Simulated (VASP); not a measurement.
The system is MgS.

```
Mg S
1.0
     0.00000    2.83312    2.83312
     2.83312    0.00000    2.83312
     2.83312    2.83312    0.00000
Mg S
1 1
Direct
  0.00000 0.00000 0.00000
  0.75000 0.75000 0.75000
```

| Item | Value |
| --- | --- |
| Program | VASP 6.6.1 |
| Task | relaxation of cell and atoms |
| Functional | BLYP |
| Dispersion | D3(BJ) |
| Potentials or basis | VASP PAW PBE potentials, release 64 (Mg, S) |
| Cutoff | 600 eV |
| k mesh | 6 × 6 × 6 |
| Occupations | gaussian, width 0.01 eV |
| Spin | no spin polarisation |

At the start: pressure -2.5 GPa; volume 22.74 Å³/atom.

Q: How do energy, volume and symmetry change on relaxing?

A: Over 3 steps the energy falls by 8.1 meV/atom and the volume is 21.75 Å³/atom (-4.3 %); space group F-43m (No. 216, to 0.05 Å).

The path:
```csv
step,energy change (eV),largest force (eV/Å),pressure (GPa),volume (Å³)
1,0.0000,0.0000,-2.55,45.48
2,-0.0157,0.0000,0.55,43.14
3,-0.0163,0.0000,0.00,43.51
```

Final structure:
```xyz
2
Lattice="0.0000 2.7916 2.7916 2.7916 0.0000 2.7916 2.7916 2.7916 0.0000" Properties=species:S:1:pos:R:3 pbc="T T T"
Mg    0.0000    0.0000    0.0000
S     4.1873    4.1873    4.1873
```

Caveat: the PAW data sets were made with another functional, which shifts forces and pressure a little.
